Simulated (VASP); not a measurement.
# YSb (Fm-3m) in VASP: further runs, part 2 of 2

VASP 6.6.1. Earlier steps stand in the parts before.

**5. Single point, LDA**

This run uses another cell than the first one, of 28.91 Å³/atom.

The input, INCAR:

```
PREC     = Accurate       # precision mode
ENCUT    = 500            # plane-wave cutoff, eV
EDIFF    = 1E-6           # SCF threshold, eV
ISMEAR   = 0              # smearing method
SIGMA    = 0.05           # smearing width, eV
LREAL    = False          # projectors in reciprocal space
LASPH    = True           # aspherical terms in the spheres
NELM     = 120            # most SCF steps
ALGO     = Normal         # electronic algorithm
ISIF     = 2              # what is computed and relaxed
LWAVE    = False          # write WAVECAR
LCHARG   = False          # write CHGCAR
GGA      = CA             # functional
NBANDS   = 15             # bands
GGA_COMPAT= False
```

The input, KPOINTS:

```
Automatic mesh
0
Gamma
  7 7 7
```

The input, POSCAR:

```
YSb
1.0
    0.0000000000      3.0689903669      3.0689903669
    3.0689903669      0.0000000000      3.0689903669
    3.0689903669      3.0689903669      0.0000000000
Y Sb
1 1
Direct
    0.5000000000      0.5000000000      0.5000000000
    0.0000000000      0.0000000000      0.0000000000
```

Potentials or basis: VASP PAW LDA potentials, release 64 (Y_sv, Sb).

Command:

```console
$ cat potpaw_LDA.64/Y_sv/POTCAR potpaw_LDA.64/Sb/POTCAR > POTCAR
$ mpirun -np 1 vasp_std > vasp.out
```

OUTCAR:

```text
PREC = Accurate
   ENCUT = 500
   EDIFF = 1E-6
   ISMEAR = 0
   LREAL = False
   LASPH = True
   NELM = 120
   ISIF = 2
   GGA = CA

 ion  position               nearest neighbor table
   1  0.500  0.500  0.500-   2 3.07   2 3.07   2 3.07   2 3.07   2 3.07   2 3.07
   2  0.000  0.000  0.000-   1 3.07   1 3.07   1 3.07   1 3.07   1 3.07   1 3.07

  LATTYP: Found a face centered cubic cell.
 ALAT       =     6.1379807338

  Lattice vectors:

 A1 = (   0.0000000000,   3.0689903669,   3.0689903669)
 A2 = (   3.0689903669,   0.0000000000,   3.0689903669)
 A3 = (   3.0689903669,   3.0689903669,   0.0000000000)

Analysis of symmetry for initial positions (statically):
=====================================================================
 Subroutine PRICEL returns:
 Original cell was already a primitive cell.

 Routine SETGRP: Setting up the symmetry group for a
 face centered cubic supercell.

 Subroutine GETGRP returns: Found 48 space group operations
 (whereof 48 operations were pure point group operations)
 out of a pool of 48 trial point group operations.

The static configuration has the point symmetry O_h .

Analysis of symmetry for dynamics (positions and initial velocities):
=====================================================================
 Subroutine PRICEL returns:
 Original cell was already a primitive cell.

 Routine SETGRP: Setting up the symmetry group for a
 face centered cubic supercell.

 Subroutine GETGRP returns: Found 48 space group operations
 (whereof 48 operations were pure point group operations)
 out of a pool of 48 trial point group operations.

The dynamic configuration has the point symmetry O_h .

 Subroutine INISYM returns: Found 48 space group operations
 (whereof 48 operations are pure point group operations),
 and found     1 'primitive' translations

----------------------------------------------------------------------------------------

                                     Primitive cell

  volume of cell :      57.8118

  direct lattice vectors                    reciprocal lattice vectors
     0.000000000  3.068990367  3.068990367    -0.162920029  0.162920029  0.162920029
     3.068990367  0.000000000  3.068990367     0.162920029 -0.162920029  0.162920029
     3.068990367  3.068990367  0.000000000     0.162920029  0.162920029 -0.162920029

  length of vectors
     4.340207800  4.340207800  4.340207800     0.282185768  0.282185768  0.282185768

  position of ions in fractional coordinates (direct lattice)
     0.500000000  0.500000000  0.500000000
     0.000000000  0.000000000  0.000000000

  ion indices of the primitive-cell ions
   primitive index   ion index
                 1           1
                 2           2

----------------------------------------------------------------------------------------

 KPOINTS: Automatic mesh

Automatic generation of k-mesh.
 Grid dimensions read from file:
 generate k-points for:    7    7    7

 Generating k-lattice:

  Cartesian coordinates                     Fractional coordinates (reciprocal lattice)
    -0.023274290  0.023274290  0.023274290     0.142857143  0.000000000  0.000000000
     0.023274290 -0.023274290  0.023274290     0.000000000  0.142857143  0.000000000
     0.023274290  0.023274290 -0.023274290     0.000000000  0.000000000  0.142857143

  Length of vectors
     0.040312253  0.040312253  0.040312253

[... 32 lines left out ...]
   total plane-waves  NPLWV =  32768
   dimension x,y,z NGX =    32 NGY =   32 NGZ =   32
   dimension x,y,z NGXF=    64 NGYF=   64 NGZF=   64
   ions per type =               1   1
   NGX,Y,Z   is equivalent  to a cutoff of  12.26, 12.26, 12.26 a.u.
   NGXF,Y,Z  is equivalent  to a cutoff of  24.51, 24.51, 24.51 a.u.
 SYSTEM =  unknown system
   PREC   = accura    normal or accurate (medium, high low for compatibility)
   ISTART =      0    job   : 0-new  1-cont  2-samecut
   ICHARG =      2    charge: 1-file 2-atom 10-const
   ISPIN  =      1    spin polarized calculation?
   LNONCOLLINEAR =      F non collinear calculations
   LSORBIT =      F    spin-orbit coupling
   LASPH  =      T    aspherical Exc in radial PAW
   ENCUT  =  500.0 eV  36.75 Ry    6.06 a.u.   7.91  7.91  7.91*2*pi/ulx,y,z
   NELM   =    120;   NELMIN=  2; NELMDL= -5     # of ELM steps
   EDIFF  = 0.1E-05   stopping-criterion for ELM
   LREAL  =      F    real-space projection
   EDIFFG = 0.1E-04   stopping-criterion for IOM
   NSW    =      0    number of steps for IOM
   IBRION =     -1    ionic relax: 0-MD 1-quasi-New 2-CG
   NFREE  =      0    steps in history (QN), initial steepest desc. (CG)
   ISIF   =      2    stress and relaxation
   ISYM   =      2    0-nonsym 1-usesym 2-fastsym
   POTIM  = 0.5000    time-step for ionic-motion
   TEBEG  =    0.0;   TEEND  =   0.0 temperature during run
   PSTRESS=    0.0 pullay stress
   NELECT =      16.0000    total number of electrons
   NUPDOWN=      -1.0000    fix difference up-down
   EMIN   =  10.00;   EMAX   =-10.00  energy-range for DOS
   EFERMI =   0.00;   METHOD = LEGACY
   ISMEAR =     0;   SIGMA  =   0.05  broadening in eV -4-tet -1-fermi 0-gaus
   EFERMI_NEDOS =   21; number of points for ismear=-14 and -15
   IALGO  =     38    algorithm
   IMIX   =      4    mixing-type and parameters
     AMIX     =   0.40;   BMIX     =  1.00
     AMIX_MAG =   1.60;   BMIX_MAG =  1.00
  volume/ion in A,a.u.               =      28.91       195.07
  Fermi-wavevector in a.u.,A,eV,Ry     =   1.066865  2.016082 15.486152  1.138200
  Thomas-Fermi vector in A             =   2.202463
   LORBIT       =      0    0 simple, 1 ext, 2 COOP (PROOUT), +10 PAW based schemes
   GGA     = CA    functional components
   LHFCALC =     F    Hartree Fock is set to
   AEXX    =    0.0000 exact exchange contribution
   IVDW    =     0    specifies the selected vdW correction
   LEPSILON=     F    determine dielectric tensor
   LRPA    =     F    only Hartree local field effects (RPA)
 non-spin polarized calculation
 Gauss-broadening in eV      SIGMA  =   0.05
  energy-cutoff  :      500.00
  volume of cell :       57.81
 maximum number of plane-waves:      1480
   NGX = 15   NGY = 15   NGZ = 15

 number of electron      16.0000000 magnetization

 Free energy of the ion-electron system (eV)
  ---------------------------------------------------
  ext. energy  EPLUGINS =         0.00000000
  ---------------------------------------------------
  free energy    TOTEN  =       -14.21279105 eV

  energy without entropy =      -14.21183871  energy(sigma->0) =      -14.21231488

 E-fermi :   5.0803     XC(G=0):  -9.9794

 val. band max:        5.0591561052   @ k =   0.1429   0.1429   0.0000
 cond. band min:       5.1385423337   @ k =   0.2857   0.2857   0.0000
 fundamental gap:      0.0793862284
 Fermi energy:         5.0803031605

 k-point     1 :       0.0000    0.0000    0.0000
  band No.  band energies     occupation
      1     -37.3851      2.00000
      2     -17.4795      2.00000
      3     -17.4795      2.00000
      4     -17.4795      2.00000
      5      -4.7754      2.00000
      6       5.9697      0.00000
      7       5.9697      0.00000
      8       5.9697      0.00000
      9       6.2172      0.00000
     10       6.2172      0.00000
     11       6.2172      0.00000
     12       6.8844      0.00000
     13       6.8844      0.00000
     14       9.2251      0.00000
[... 329 lines left out ...]
      2     -17.5485      2.00000
      3     -17.5460      2.00000
      4     -17.5094      2.00000
      5      -3.3546      2.00000
      6       2.3920      2.00000
      7       2.6607      2.00000
      8       3.3765      2.00000
      9       6.9536      0.00000
     10       7.8404      0.00000
     11       8.3713      0.00000
     12       8.7427      0.00000
     13       9.3583      0.00000
     14      12.0443      0.00000
     15      13.6201      0.00000

------------------------ aborting loop because EDIFF is reached ----------------------------------------

  FORCE on cell =-STRESS in cart. coord.  units (eV):
  Direction    XX          YY          ZZ          XY          YZ          ZX
  --------------------------------------------------------------------------------------
  -------------------------------------------------------------------------------------
  Total       -0.8133467     -0.8133467     -0.8133467      0.0000000      0.0000000     -0.0000000
  in kB      -22.5408212    -22.5408212    -22.5408212      0.0000000      0.0000000     -0.0000000
  external PRESSURE =     -22.5408212 kB  Pullay stress =       0.0000000 kB

 VOLUME and BASIS-vectors are now :
 -----------------------------------------------------------------------------
  energy-cutoff  :      500.00
  volume of cell :       57.81
      direct lattice vectors                 reciprocal lattice vectors
     0.000000000  3.068990367  3.068990367    -0.162920029  0.162920029  0.162920029
     3.068990367  0.000000000  3.068990367     0.162920029 -0.162920029  0.162920029
     3.068990367  3.068990367  0.000000000     0.162920029  0.162920029 -0.162920029

 POSITION                                       TOTAL-FORCE (eV/Angst)
 -----------------------------------------------------------------------------------
      3.06899      3.06899      3.06899         0.000000      0.000000      0.000000
      0.00000      0.00000      0.00000        -0.000000     -0.000000     -0.000000
 -----------------------------------------------------------------------------------
    total drift:                               -0.000000     -0.000000      0.000000

  FREE ENERGIE OF THE ION-ELECTRON SYSTEM (eV)
  ---------------------------------------------------
  free  energy   TOTEN  =       -14.2127910474 eV

  energy  without entropy=      -14.2118387099  energy(sigma->0) =      -14.21231488
```

Run time: 43 s. Hardware: 1 thread of Intel Xeon 8259CL, shared host; peak memory 0.17 GiB.

Results:

```yaml
Free_energy: -14.2128 eV
Pressure: -2.3 GPa
Band_gap_on_the_k_mesh: zero (bands 8 and 9 overlap by 1.25 eV)
```

Levels at points of the mesh, in eV from the Fermi level:
```
           k point  band 4  band 5  band 6  band 7  band 8  band 9  band 10  band 11  band 12  band 13
(0.00, 0.00, 0.00)  -22.56   -9.86    0.89    0.89    0.89    1.14     1.14     1.14     1.80     1.80
```

Caveat: spin-orbit coupling is left out, which moves the levels of the heavy elements.

**6. The runs side by side**

```csv
cell,gap on the mesh (eV),pressure (GPa)
"a = 4.226 Å, angles 60.0°, 2 atoms",none,3.3
"a = 4.265 Å, angles 60.0°, 2 atoms",none,1.2
"a = 4.303 Å, angles 60.0°, 2 atoms",none,-0.6
"a = 4.340 Å, angles 60.0°, 2 atoms",none,-2.3
```

Alike in all rows: task single point; level LDA; potentials or basis VASP PAW LDA potentials, release 64 (Y_sv, Sb); no spin polarisation; k mesh 7 × 7 × 7; cutoff (eV) 500; smearing gaussian 0.05 eV.

Caveats: spin-orbit coupling is left out, which moves the levels of the heavy elements; the cell stands under pressure (at least some runs).

Total energies depend on the potentials used, so only differences within one code and one set of settings carry meaning.
